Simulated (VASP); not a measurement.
Runs of VASP 6.6.1 on InAs (zincblende type). The structure is that of space group F-43m (No. 216), or close to it. The cells are those of the table. 

```csv
task,cell,k mesh for the DOS,occupations for the DOS,gap on the mesh (eV),pressure (GPa)
single point,"a = 3.956 Å, angles 60.0°, 2 atoms",-,-,0.78,23.0
single point,"a = 3.492 Å, angles 60.0°, 2 atoms",-,-,none,(a)
single point,"a = 4.084 Å, angles 60.0°, 2 atoms",-,-,(c),(b)
single point,"a = 3.673 Å, angles 60.0°, 2 atoms",-,-,0.37,76.1
```

Alike in all rows: level LDA; potentials or basis VASP PAW LDA potentials, release 64 (In_d, As); no spin polarisation; k mesh 11 × 11 × 11; cutoff (eV) 520; smearing fermi-dirac 0.08 eV.

Question: Estimate the missing entries.

Answer: (a) 142.9; (b) 10.6; (c) 0.31.

Caveats: spin-orbit coupling is left out, which moves the levels of the heavy elements.

A k mesh can miss the band edges, and the runs leave out spin-orbit coupling on As, In.

A gap of «none» marks levels without a gap at the run's occupations.
